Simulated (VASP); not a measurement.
Write the native input for VASP 6.6.1 that does the following.

| Quantity | Value |
| --- | --- |
| Task | single point |
| Functional | RPBE |
| Potentials or basis | VASP PAW PBE potentials, release 64 (W_sv) |
| Cutoff | 520 eV |
| k mesh | 15 × 15 × 4 |
| Occupations | fermi-dirac, width 0.1 eV |
| Spin | no spin polarisation |
| Dipole correction | no |
| Further INCAR settings | ALGO = Normal; EDIFF = 1e-07; NBANDS = 36 |

The structure of W lies in POSCAR:

```
W
1.0
    2.7590189547      0.0000000000      0.0000000000
   -1.3795094774      2.3893805043      0.0000000000
    0.0000000000      0.0000000000      9.7349519745
W
4
Direct
    1.0000000000      1.0000000000      1.0000000000
    1.0000000000      1.0000000000      0.5000000000
    0.3333333333      0.6666666667      0.2500000000
    0.6666666667      0.3333333333      0.7500000000
```

This isn't the form of W at room conditions, which is bcc.

One way to write it, as run:

INCAR

```
ALGO     = Normal         # electronic algorithm
EDIFF    = 1E-7           # SCF threshold, eV
ENCUT    = 520            # plane-wave cutoff, eV
GGA      = RP             # functional
ISIF     = 2              # what is computed and relaxed
ISMEAR   = -1             # smearing method
LASPH    = T              # aspherical terms in the spheres
LCHARG   = T              # write CHGCAR
LELF     = T              # ELF
LREAL    = F              # projectors in reciprocal space
LVHAR    = T            
LWAVE    = F              # write WAVECAR
NBANDS   = 36             # bands
NELM     = 60             # most SCF steps
PREC     = Accurate       # precision mode
SIGMA    = 0.1            # smearing width, eV
```

KPOINTS

```
k-points
0
Gamma
  15 15 4
```

Potentials or basis: VASP PAW PBE potentials, release 64 (W_sv).

Run with:

```bash
$ cat potpaw_PBE.64/W_sv/POTCAR > POTCAR
$ mpirun -np 1 vasp_std > vasp.out
```

Results of the run:

```yaml
Pressure: 12.7 GPa
Band_gap_on_the_k_mesh: zero (bands 28 and 29 overlap by 2.06 eV)
```

Caveat: the cell stands under pressure; the PAW data sets were made with another functional, which shifts forces and pressure a little; spin-orbit coupling is left out, which moves the levels of the heavy elements.

Run time: 5.6 min on 1 thread of Intel Xeon 8259CL, on a shared host, peak memory 0.27 GiB.
